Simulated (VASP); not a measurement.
HC4, 10 atoms in the cell. The cell holds a slab with vacuum, 10 atoms: a = 4.931 Å, b = 4.931 Å, c = 18.000 Å, α = 90.00°, β = 90.00°, γ = 120.00°. 

- Program: VASP 6.6.1
- Task: single point
- Functional: PBE
- Dispersion: D3(BJ)
- Potentials or basis: VASP PAW PBE potentials, release 64 (C, H)
- Cutoff: 520 eV
- k mesh: 6 × 6 × 1
- Occupations: gaussian, width 0.1 eV
- Spin: no spin polarisation
- Dipole correction: yes
- Further INCAR settings: ALGO = Normal; EDIFF = 1e-07; NBANDS = 28

Potentials or basis: VASP PAW PBE potentials, release 64 (C, H).

The run is started by

```bash
$ cat potpaw_PBE.64/C/POTCAR potpaw_PBE.64/H/POTCAR > POTCAR
$ mpirun -np 1 vasp_std > vasp.out
```

Hardware: 1 thread of AMD EPYC 7R13 Processor (Zen 3), on a shared host.

Problem. How long does it take, and how much memory?

Solution. It took 3.5 min on 1 thread of AMD EPYC 7R13 Processor (Zen 3), with other jobs on the host, peak memory 0.5 GiB. Counts: scf iterations 27, k points 13.
